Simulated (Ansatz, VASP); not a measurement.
# GdN in VASP and in Ansatz

The input INCAR:

```
PREC     = Accurate       # precision mode
ENCUT    = 520            # plane-wave cutoff, eV
EDIFF    = 1E-6           # SCF threshold, eV
ISMEAR   = 0              # smearing method
SIGMA    = 0.05           # smearing width, eV
LREAL    = False          # projectors in reciprocal space
LASPH    = True           # aspherical terms in the spheres
NELM     = 150            # most SCF steps
ALGO     = Normal         # electronic algorithm
ISIF     = 2              # what is computed and relaxed
LWAVE    = False          # write WAVECAR
LCHARG   = False          # write CHGCAR
ISPIN    = 2              # spin polarisation
MAGMOM   = 7.64 -0.16     # initial moments
LORBIT   = 11             # projections on sites
LMAXMIX  = 6              # l up to which the mixer works
LDAU     = True           # DFT+U
LDAUTYPE = 2            
LDAUL    = 3 -1           # shell
LDAUU    = 6 0            # U, eV
LDAUJ    = 0 0          
LDAUPRINT= 1            
GGA      = PE             # functional
NBANDS   = 22             # bands
```

Contents of KPOINTS:

```
Automatic mesh
0
Gamma
  10 10 10
```

File POSCAR:

```
GdN
1.0
    0.0000000000      2.5339263529      2.5339263529
    2.5339263529      0.0000000000      2.5339263529
    2.5339263529      2.5339263529      0.0000000000
Gd N
1 1
Direct
    0.0000000000      0.0000000000      0.0000000000
    0.5000000000      0.5000000000      0.5000000000
```

Input for Ansatz:

```yaml
crystal:
  lattice:
    - [0.0, 2.5339263529, 2.5339263529]
    - [2.5339263529, 0.0, 2.5339263529]
    - [2.5339263529, 2.5339263529, 0.0]
  atoms:
    - { symbol: Gd, position: [0.0, 0.0, 0.0], spin: 7.64 }
    - { symbol: "N", position: [0.5, 0.5, 0.5] }
basis:
  ecutwfc: 420
  ecutrho_ratio: 4
kpoints:
  mp_grid: { grid: [10, 10, 10] }
hamiltonian:
  xc: pbe
  hubbard:
    sites:
      - { species: Gd, l: f, u_eff: 6.0, starting_ns: start.occupation_matrices }
    ns_hold: { iters: 6 }
scf:
  occupations: { method: gaussian, width: 0.05 }
  lower_state_search: "off"
output:
  forces: true
  stress: true
  eigenvalues: true
  populations: true
  hubbard: { sites: [{ species: Gd, l: f }] }
magnetization:
  spin_polarized: true
```

Alike in both runs: task single point; functional PBE; k mesh 10 × 10 × 10; occupations gaussian, width 0.05 eV; collinear spin; Hubbard terms Gd f U = 6.0 eV.

|  | VASP | Ansatz |
| --- | --- | --- |
| version | VASP 6.6.1 | Ansatz 0.2.0 |
| potentials or method | VASP PAW PBE potentials, release 64 (Gd, N), cutoff 520 eV | scalar-relativistic, plane waves, PAW |
| valence electrons in the cell | 23 | 23 |

Ansatz gave:

```
gap on the k mesh at the Fermi level (eV)                     : none
pressure (GPa)                                                : -5.4
net moment per atom (μB)                                      : 3.50
size of the moment on the site where the two differ most (μB) : 6.95
```

**Question.** What did VASP give for the same quantities?

**Answer.** gap on the k mesh at the Fermi level (eV): none; pressure (GPa): -5.0; net moment per atom (μB): 3.50; size of the moment on the site where the two differ most (μB): 6.87.

Site moments also hang on the region over which each program counts them. The programs project onto different local orbitals, so the same U acts differently, and such runs can settle in different states. A gap of «none» marks a metal or a gap that the smearing closes. Ansatz's warnings: filled band counts differ across k points.

Spin-orbit coupling is off throughout.
